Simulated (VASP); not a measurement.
Crystal: Li4S5.

```
Li S
1.0
     3.39037    0.00000    0.00000
    -1.69519    2.93615    0.00000
     0.00000    0.00000   16.64947
Li S
4 5
Direct
  0.00000 0.00000 0.13814
  0.33333 0.66667 0.36969
  0.66667 0.33333 0.55650
  0.33333 0.66667 0.90660
  0.00000 0.00000 0.00000
  0.00000 0.00000 0.27629
  0.00000 0.00000 0.46309
  0.33333 0.66667 0.64990
  0.00000 0.00000 0.81319
```

| Item | Value |
| --- | --- |
| Program | VASP 6.6.1 |
| Task | relaxation of cell and atoms |
| Functional | PBE |
| Dispersion | D3(BJ) |
| Potentials or basis | VASP PAW PBE potentials, release 64 (Li_sv, S) |
| Cutoff | 600 eV |
| k mesh | 6 × 6 × 1 |
| Occupations | gaussian, width 0.1 eV |
| Spin | no spin polarisation |

At the start: pressure -4.1 GPa; volume 18.42 Å³/atom.

How do energy, volume and symmetry change on relaxing?

Over 24 steps the energy falls by 186.7 meV/atom and the volume is 15.76 Å³/atom (-14.4 %); space group P3m1 (No. 156, to 0.05 Å).

The path:
```csv
step,energy change (eV),largest force (eV/Å),pressure (GPa),volume (Å³)
1,0.0000,0.7242,-4.14,165.74
2,-0.2944,0.9589,-2.24,154.58
3,-0.4340,1.2050,0.94,142.57
4,-0.6527,1.2130,1.29,139.76
5,-1.2332,1.1577,3.93,131.41
6,4.5272,11.1409,31.11,115.10
7,-1.2757,1.1006,4.40,130.77
8,-1.2830,1.1827,5.26,129.56
9,-1.3788,1.0465,5.13,130.83
10,-1.3916,0.9843,5.18,131.45
11,-1.5138,0.7618,3.42,134.63
12,-1.6407,0.2616,-0.79,144.47
13,-1.6424,0.2899,-0.45,143.50
14,-1.6531,0.2447,-0.33,143.41
15,-1.6602,0.1682,-0.12,143.25
16,-1.6635,0.1528,-0.09,143.05
17,-1.6704,0.1061,0.00,142.45
18,-1.6694,0.2169,0.23,141.25
19,-1.6724,0.1512,0.10,141.92
20,-1.6762,0.0845,0.05,141.91
21,-1.6778,0.1462,0.00,141.89
22,-1.6798,0.0609,-0.02,141.88
23,-1.6801,0.0541,-0.02,141.88
24,-1.6805,0.0372,-0.02,141.80
```

Final structure:
```xyz
9
Lattice="3.1556 0.0000 0.0000 -1.5778 2.7328 0.0000 0.0000 0.0000 16.4428" Properties=species:S:1:pos:R:3 pbc="T T T"
Li    0.0000    0.0000    2.1149
Li    0.0000    1.8219    6.0816
Li    1.5778    0.9109    9.3932
Li    0.0000    1.8219   14.8104
S     0.0000    0.0000   16.3539
S     1.5778    2.7328    4.3156
S    -1.5778    2.7328    7.8322
S     0.0000    1.8219   11.2690
S     0.0000    0.0000   12.8942
```

Caveat: the k points lie up to 0.38 Å⁻¹ apart in the final cell; the cutoff is under 1.25 times the usual one of these potentials, so pressure, stress and relaxed cells hold a basis-set (Pulay) error; pairwise dispersion overbinds metals, which lowers pressure and volume.
